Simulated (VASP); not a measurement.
# C (Fd-3m) in VASP: vibrations by perturbation theory with LDA

Aim: the vibrations by perturbation theory of C with LDA.

All numbers are computed with VASP 6.6.1; they aren't measurements. Logs are shortened: lines on timing, memory, paths and dates and some standing lists are left out, and cuts for length are marked.

## 1. The cell of the first run

Symmetry: Fd-3m, No. 227, cubic system. The conventional cell has a = 3.532 Å, b = 3.532 Å, c = 3.532 Å, α = 90.00°, β = 90.00°, γ = 90.00°. C (site symmetry -43m) has 4 C at 1.53 Å within 2.0 Å.

## 2. Vibrations by perturbation theory, LDA

The input, INCAR:

```
SYSTEM = C
  ALGO = Normal
  EDIFF = 1E-8
  ENCUT = 600
  GGA = CA
  GGA_COMPAT = .FALSE.
  IBRION = 8
  ISIF = 2
  ISMEAR = 0
  LASPH = .TRUE.
  LCHARG = .TRUE.
  LREAL = .FALSE.
  LWAVE = .FALSE.
  NELM = 120
  NSW = 1
  PREC = Accurate
  SIGMA = 0.01
```

The input, KPOINTS:

```
k-points
0
G
  10 10 10
  0 0 0
```

The input, POSCAR:

```
C
1.0
    0.0000000000      1.7658905101      1.7658905101
    1.7658905101      0.0000000000      1.7658905101
    1.7658905101      1.7658905101      0.0000000000
C
2
Direct
    0.0000000000      0.0000000000      0.0000000000
    0.2500000000      0.2500000000      0.2500000000
```

Potentials or basis: VASP PAW LDA potentials, release 64 (C).

Command:

```bash
$ cat potpaw_LDA.64/C/POTCAR > POTCAR
$ mpirun -np 1 vasp_std > vasp.out
```

OUTCAR:

```text
SYSTEM = C
   EDIFF = 1E-8
   ENCUT = 600
   GGA = CA
   IBRION = 8
   ISIF = 2
   ISMEAR = 0
   LASPH = .TRUE.
   LREAL = .FALSE.
   NELM = 120
   NSW = 1
   PREC = Accurate

 ion  position               nearest neighbor table
   1  0.000  0.000  0.000-   2 1.53   2 1.53   2 1.53   2 1.53
   2  0.250  0.250  0.250-   1 1.53   1 1.53   1 1.53   1 1.53

  LATTYP: Found a face centered cubic cell.
 ALAT       =     3.5317810202

  Lattice vectors:

 A1 = (   0.0000000000,   1.7658905101,   1.7658905101)
 A2 = (   1.7658905101,   0.0000000000,   1.7658905101)
 A3 = (   1.7658905101,   1.7658905101,   0.0000000000)

Analysis of symmetry for initial positions (statically):
=====================================================================
 Subroutine PRICEL returns:
 Original cell was already a primitive cell.

 Routine SETGRP: Setting up the symmetry group for a
 face centered cubic supercell.

 Subroutine GETGRP returns: Found 48 space group operations
 (whereof 24 operations were pure point group operations)
 out of a pool of 48 trial point group operations.

The static configuration has the point symmetry T_d .
 The point group associated with its full space group is O_h .

Analysis of symmetry for dynamics (positions and initial velocities):
=====================================================================
 Subroutine PRICEL returns:
 Original cell was already a primitive cell.

 Routine SETGRP: Setting up the symmetry group for a
 face centered cubic supercell.

 Subroutine GETGRP returns: Found 48 space group operations
 (whereof 24 operations were pure point group operations)
 out of a pool of 48 trial point group operations.

The dynamic configuration has the point symmetry T_d .
 The point group associated with its full space group is O_h .

 Subroutine INISYM returns: Found 48 space group operations
 (whereof 24 operations are pure point group operations),
 and found     1 'primitive' translations

----------------------------------------------------------------------------------------

                                     Primitive cell

  volume of cell :      11.0134

  direct lattice vectors                    reciprocal lattice vectors
     0.000000000  1.765890510  1.765890510    -0.283143262  0.283143262  0.283143262
     1.765890510  0.000000000  1.765890510     0.283143262 -0.283143262  0.283143262
     1.765890510  1.765890510  0.000000000     0.283143262  0.283143262 -0.283143262

  length of vectors
     2.497346309  2.497346309  2.497346309     0.490418516  0.490418516  0.490418516

  position of ions in fractional coordinates (direct lattice)
     0.000000000  0.000000000  0.000000000
     0.250000000  0.250000000  0.250000000

  ion indices of the primitive-cell ions
   primitive index   ion index
                 1           1
                 2           2

----------------------------------------------------------------------------------------

 KPOINTS: k-points

Automatic generation of k-mesh.
 Grid dimensions read from file:
 generate k-points for:   10   10   10

 Generating k-lattice:

  Cartesian coordinates                     Fractional coordinates (reciprocal lattice)
    -0.028314326  0.028314326  0.028314326     0.100000000  0.000000000  0.000000000
     0.028314326 -0.028314326  0.028314326     0.000000000  0.100000000  0.000000000
     0.028314326  0.028314326 -0.028314326     0.000000000  0.000000000  0.100000000

  Length of vectors
     0.049041852  0.049041852  0.049041852

[... 74 lines left out ...]
  volume/ion in A,a.u.               =       5.51        37.16
  Fermi-wavevector in a.u.,A,eV,Ry     =   1.471627  2.780972 29.465944  2.165686
  Thomas-Fermi vector in A             =   2.586740
   LORBIT       =      0    0 simple, 1 ext, 2 COOP (PROOUT), +10 PAW based schemes
   GGA     = CA    functional components
   LHFCALC =     F    Hartree Fock is set to
   AEXX    =    0.0000 exact exchange contribution
   IVDW    =     0    specifies the selected vdW correction
   LEPSILON=     F    determine dielectric tensor
   LRPA    =     F    only Hartree local field effects (RPA)
 non-spin polarized calculation
 Gauss-broadening in eV      SIGMA  =   0.01
  energy-cutoff  :      600.00
  volume of cell :       11.01
 maximum number of plane-waves:       377
   NGX =  9   NGY =  9   NGZ =  9

--------------------------------------- Ionic step        1  -------------------------------------------

 number of electron       7.9999998 magnetization

 Free energy of the ion-electron system (eV)
  ---------------------------------------------------
  ext. energy  EPLUGINS =         0.00000000
  ---------------------------------------------------
  free energy    TOTEN  =       -20.25195140 eV

  energy without entropy =      -20.25195140  energy(sigma->0) =      -20.25195140

 E-fermi :  10.2609     XC(G=0): -13.6431

 val. band max:       10.1590989327   @ k =   0.0000   0.0000   0.0000
 cond. band min:      14.3629561159   @ k =   0.4000   0.4000   0.0000
 fundamental gap:      4.2038571832
 Fermi energy:        10.2608867318

 k-point     1 :       0.0000    0.0000    0.0000
  band No.  band energies     occupation
      1     -11.5565      2.00000
      2      10.1591      2.00000
      3      10.1591      2.00000
      4      10.1591      2.00000
      5      15.7852      0.00000
      6      15.7852      0.00000
      7      15.7852      0.00000
      8      24.3959      0.00000
[... 243 lines left out ...]
 k-point    24 :       0.4000    0.3000    0.0000
  band No.  band energies     occupation
      1      -6.8727      2.00000
      2       2.1324      2.00000
      3       4.0209      2.00000
      4       4.6538      2.00000
      5      14.9989      0.00000
      6      18.2073      0.00000
      7      24.4494      0.00000
      8      24.5567      0.00000

 [... further k-points ...]

------------------------ aborting loop because EDIFF is reached ----------------------------------------

  FORCE on cell =-STRESS in cart. coord.  units (eV):
  Direction    XX          YY          ZZ          XY          YZ          ZX
  --------------------------------------------------------------------------------------
  -------------------------------------------------------------------------------------
  Total        0.0564409      0.0564409      0.0564409     -0.0000000      0.0000000     -0.0000000
  in kB        8.2107530      8.2107530      8.2107530     -0.0000000      0.0000000     -0.0000000
  external PRESSURE =       8.2107530 kB  Pullay stress =       0.0000000 kB

 VOLUME and BASIS-vectors are now :
 -----------------------------------------------------------------------------
  energy-cutoff  :      600.00
  volume of cell :       11.01
      direct lattice vectors                 reciprocal lattice vectors
     0.000000000  1.765890510  1.765890510    -0.283143262  0.283143262  0.283143262
     1.765890510  0.000000000  1.765890510     0.283143262 -0.283143262  0.283143262
     1.765890510  1.765890510  0.000000000     0.283143262  0.283143262 -0.283143262

 POSITION                                       TOTAL-FORCE (eV/Angst)
 -----------------------------------------------------------------------------------
      0.00000      0.00000      0.00000         0.000000      0.000000     -0.000000
      0.88295      0.88295      0.88295        -0.000000     -0.000000      0.000000
 -----------------------------------------------------------------------------------
    total drift:                                0.000000      0.000000      0.000000

  FREE ENERGIE OF THE ION-ELECTRON SYSTEM (eV)
  ---------------------------------------------------
  free  energy   TOTEN  =       -20.2519513966 eV

  energy  without entropy=      -20.2519513966  energy(sigma->0) =      -20.25195140

[... ionic steps 2 to 3 ...]

--------------------------------------- Ionic step        4  -------------------------------------------

 Free energy of the ion-electron system (eV)
  ---------------------------------------------------
  ---------------------------------------------------
  free energy    TOTEN  =        -0.11151797 eV

  energy without entropy =       -0.11151797

------------------------ aborting loop because EDIFF is reached ----------------------------------------

 INTERNAL STRAIN TENSOR  FOR ION    1  DIRECTION 1   (eV/Angst):
 -----------------------------------------------------------------------------
     0.00882  0.00000  0.00000
     0.00000 -0.00380  4.20099
     0.00000  4.20099 -0.00380

 INTERNAL STRAIN TENSOR FOR ION    2 for displacements in x,y,z  (eV/Angst):
          X           Y           Z          XY          YZ          ZX
  --------------------------------------------------------------------------------
  x    -0.00000     0.00000     0.00000     0.00000    -4.20099     0.00000
  y     0.00000     0.00000     0.00000     0.00000     0.00000    -4.20099
  z     0.00000     0.00000    -0.00000    -4.20099     0.00000     0.00000

 SECOND DERIVATIVES (NOT SYMMETRIZED)
 ------------------------------------
               1X          1Y          1Z          2X          2Y          2Z
  1X   -38.861945    0.000000    0.000000   38.861945    0.000000    0.000000
  1Y     0.000000  -38.861945    0.000000    0.000000   38.861945    0.000000
  1Z     0.000000    0.000000  -38.861945    0.000000    0.000000   38.861945
  2X    38.861945    0.000000    0.000000  -38.861945    0.000000    0.000000
  2Y     0.000000   38.861945    0.000000    0.000000  -38.861945    0.000000
  2Z     0.000000    0.000000   38.861945    0.000000    0.000000  -38.861945

 Eigenvectors and eigenvalues of the dynamical matrix
 ----------------------------------------------------

   1 f  =   39.768427 THz   249.872394 2PiTHz 1326.531923 cm-1   164.468923 meV
             X         Y         Z           dx          dy          dz
      0.000000  0.000000  0.000000     0.000000   -0.707107    0.000000
      0.882945  0.882945  0.882945     0.000000    0.707107    0.000000
[... 21 lines left out ...]
   6 f  =    0.000000 THz     0.000000 2PiTHz    0.000000 cm-1     0.000000 meV
             X         Y         Z           dx          dy          dz
      0.000000  0.000000  0.000000     0.000000    0.000000    0.707107
      0.882945  0.882945  0.882945     0.000000    0.000000    0.707107

--------------------------------------------------------------------------------------------------------

 ELASTIC MODULI CONTR FROM IONIC RELAXATION (kBar)
 Direction    XX          YY          ZZ          XY          YZ          ZX
 --------------------------------------------------------------------------------
 XX          -0.0000      0.0000      0.0000      0.0000     -0.0000      0.0000
 YY           0.0000     -0.0000      0.0000      0.0000      0.0000      0.0000
 ZZ           0.0000      0.0000     -0.0000     -0.0000      0.0000      0.0000
 XY           0.0000      0.0000     -0.0000    -66.0645      0.0000      0.0000
 YZ          -0.0000      0.0000      0.0000      0.0000    -66.0645      0.0000
 ZX           0.0000      0.0000      0.0000      0.0000      0.0000    -66.0645
 --------------------------------------------------------------------------------
```

Run time: 16 s. Hardware: 1 thread of Intel Xeon 6975P-C, shared host; peak memory 0.15 GiB.

What came out:

| Item | Value |
| --- | --- |
| Highest phonon frequency at Γ | 1327 cm⁻¹ |

Phonon frequencies in cm⁻¹ (negative: imaginary):
| q point | frequencies |
| --- | --- |
| (0.000, 0.000, 0.000) | 0 0 0 1327 1327 1327 |
